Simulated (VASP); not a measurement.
**AlRu: single point with PBE**

The system is AlRu.

```
Al Ru
1.0
     3.01141    0.00000    0.00000
     0.00000    3.01141    0.00000
     0.00000    0.00000    3.01141
Al Ru
1 1
Direct
  0.00000 0.00000 0.00000
  0.50000 0.50000 0.50000
```

- Program: VASP 6.6.1
- Task: single point
- Functional: PBE
- Potentials or basis: VASP PAW PBE potentials, release 64 (Al, Ru_pv)
- Cutoff: 520 eV
- k mesh: 10 × 10 × 10
- Occupations: fermi-dirac, width 0.05 eV
- Spin: no spin polarisation

The pressure is -1.5 GPa.

Levels at points of the mesh, in eV from the Fermi level:
| k point | band 6 | band 7 | band 8 | band 9 | band 10 | band 11 | band 12 | band 13 |
| --- | --- | --- | --- | --- | --- | --- | --- | --- |
| (0.00, 0.00, 0.00) | -3.48 | 0.15 | 0.15 | 0.15 | 5.97 | 5.97 | 5.97 | 10.85 |
| (0.50, 0.00, 0.00) | -2.70 | -1.58 | -1.58 | 0.39 | 2.20 | 7.45 | 10.92 | 10.92 |
| (0.50, 0.50, 0.00) | -1.36 | -1.36 | -1.15 | -1.15 | 1.46 | 5.16 | 6.02 | 10.43 |
| (0.50, 0.50, 0.50) | -4.54 | 1.55 | 1.55 | 2.44 | 4.07 | 4.07 | 4.07 | 8.33 |

Run time: 6.1 s on 1 thread of Intel(R) Xeon(R) 6975P-C (Granite Rapids), on a shared host, peak memory 0.15 GiB.
